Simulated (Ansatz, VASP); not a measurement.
# Two plane-wave programs on LiYHg

```xyz
3
Lattice="3.4805 0.0000 0.0000 0.0000 3.4805 0.0000 0.0000 0.0000 5.8077" Properties=species:S:1:pos:R:3 pbc="T T T"
Li    0.0000    0.0000    0.0000
Y     0.0000    0.0000    2.9038
Hg    1.7403    1.7403    0.0000
```

Alike in both runs: task relaxation of cell and atoms; functional PBE; k mesh 6 × 6 × 4; occupations gaussian, width 0.1 eV; no spin polarisation.

|  | VASP | Ansatz |
| --- | --- | --- |
| version | VASP 6.6.1 | Ansatz 0.2.0 |
| potentials or method | VASP PAW PBE potentials, release 64 (Li_sv, Y_sv, Hg), cutoff 600 eV | scalar-relativistic, plane waves, PAW |
| valence electrons in the cell | 26 | 34 |

Ansatz gave:

* gap on the k mesh at the Fermi level, each at its own relaxed structure (eV): none
* relaxed volume (Å³/atom): 23.24
* relaxed cell length with the largest relative difference (Å): 5.525

What did VASP give for the same quantities?

gap on the k mesh at the Fermi level, each at its own relaxed structure (eV): none; relaxed volume (Å³/atom): 23.16; relaxed cell length with the largest relative difference (Å): 5.506.

A gap of «none» marks a metal or a gap that the smearing closes. VASP's potentials hold 26 valence electrons a cell and Ansatz's 34, so a difference there can come from the potentials and not from the codes.

Spin-orbit coupling is off throughout. Noted on VASP's run: the cutoff is short for stress, so the pressure is rough.
